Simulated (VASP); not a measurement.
Here is a VASP 6.6.1 calculation.

INCAR

```
PREC = Accurate ; ENCUT = 520
EDIFF = 1E-6 ; ISMEAR = 0
SIGMA = 0.01 ; LREAL = False
LASPH = True ; NELM = 60
ALGO = Normal ; ISIF = 2
LWAVE = False ; LCHARG = True
GGA = PE ; LELF = True
LVHAR = True ; NBANDS = 16
```

File KPOINTS:

```
regular mesh
0
Gamma
  9 9 2
```

POSCAR

```
BAs
1.0
    3.3658574568      0.0000000000      0.0000000000
   -1.6829287284      2.9149180631      0.0000000000
    0.0000000000      0.0000000000      8.7445975206
B As
2 2
Direct
    0.3333333333      0.6666666667      0.2500000000
    0.6666666667      0.3333333333      0.7500000000
    0.6666666667      0.3333333333      0.2500000000
    0.3333333333      0.6666666667      0.7500000000
```

Potentials or basis: VASP PAW PBE potentials, release 64 (B, As).

The run is started by

```console
$ cat potpaw_PBE.64/B/POTCAR potpaw_PBE.64/As/POTCAR > POTCAR
$ mpirun -np 1 vasp_std > vasp.out
```

Task: Estimate the pressure.

Result: 2.1 GPa.

Task: What does it give for the band gap on the k mesh?

Result: 0.72 eV.

Stress tensor (GPa, compression positive):
```
2.75 0.00 0.00
0.00 2.75 0.00
0.00 0.00 0.66
```

Caveat: an odd mesh through Γ misses points on the zone boundary, where band edges can lie; this functional lacks dispersion, which binds the layers, so the pressure and a relaxed spacing across them are unreliable.
